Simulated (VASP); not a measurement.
Crystal: Sn.

```
CELL_PARAMETERS angstrom
0.00000 3.32913 3.32913
3.32913 0.00000 3.32913
3.32913 3.32913 0.00000
ATOMIC_POSITIONS crystal
Sn 0.00000 0.00000 0.00000
Sn 0.25000 0.25000 0.25000
```

* Program: VASP 6.6.1
* Task: relaxation of cell and atoms
* Functional: PBEsol
* Potentials or basis: VASP PAW PBE potentials, release 64 (Sn_d)
* Cutoff: 600 eV
* k mesh: 6 × 6 × 6
* Occupations: fermi-dirac, width 0.02 eV
* Spin: no spin polarisation

At the start: pressure -2.0 GPa; volume 36.90 Å³/atom.

Question: How do energy, volume and symmetry change on relaxing?

Answer: Over 3 steps the energy falls by 12.3 meV/atom and the volume is 34.99 Å³/atom (-5.2 %); space group Fd-3m (No. 227, to 0.05 Å).

Step by step:
| step | energy change (eV) | largest force (eV/Å) | pressure (GPa) | volume (Å³) |
| --- | --- | --- | --- | --- |
| 1 | 0.0000 | 0.0000 | -1.96 | 73.79 |
| 2 | -0.0230 | 0.0000 | 0.56 | 69.08 |
| 3 | -0.0246 | 0.0000 | 0.02 | 69.97 |

Final structure:
```
CELL_PARAMETERS angstrom
0.00000 3.27066 3.27066
3.27066 0.00000 3.27066
3.27066 3.27066 0.00000
ATOMIC_POSITIONS crystal
Sn 0.00000 0.00000 0.00000
Sn 0.25000 0.25000 0.25000
```

Caveat: the PAW data sets were made with another functional, which shifts forces and pressure a little.
